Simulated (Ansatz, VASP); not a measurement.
## Two plane-wave programs on Ta4C3

```
CELL_PARAMETERS angstrom
4.42508 0.00000 0.00000
0.00000 4.42508 0.00000
0.00000 0.00000 4.42508
ATOMIC_POSITIONS crystal
Ta 0.00000 0.50000 0.50000
Ta 0.50000 0.00000 0.50000
Ta 0.50000 0.50000 0.00000
Ta 0.00000 0.00000 0.00000
C 0.50000 0.00000 0.00000
C 0.00000 0.50000 0.00000
C 0.00000 0.00000 0.50000
```

Alike in both runs: functional r2SCAN; k mesh 4 × 4 × 4; occupations gaussian, width 0.1 eV; no spin polarisation.

Ansatz relaxed the structure, and its values are those at the end. VASP's run is a single point on that final structure, the one shown.

```csv
,VASP,Ansatz
version,VASP 6.6.1,Ansatz 0.2.0
potentials or method,"VASP PAW PBE potentials, release 64 (Ta_pv, C), cutoff 660 eV","scalar-relativistic, plane waves, PAW"
valence electrons in the cell,56,64
```

```csv
,VASP,Ansatz,Ansatz less VASP
gap on the k mesh at the Fermi level (eV),none,none,-
pressure (GPa),0.9,-0.1,-0.95
```

VASP's potentials were made for PBE, not for r2SCAN. A gap of «none» marks a metal or a gap that the smearing closes. With one functional, cell and mesh, what is left measures potentials, basis and numerics. VASP's potentials hold 56 valence electrons a cell and Ansatz's 64, so a difference there can come from the potentials and not from the codes.

Spin-orbit coupling is off throughout.
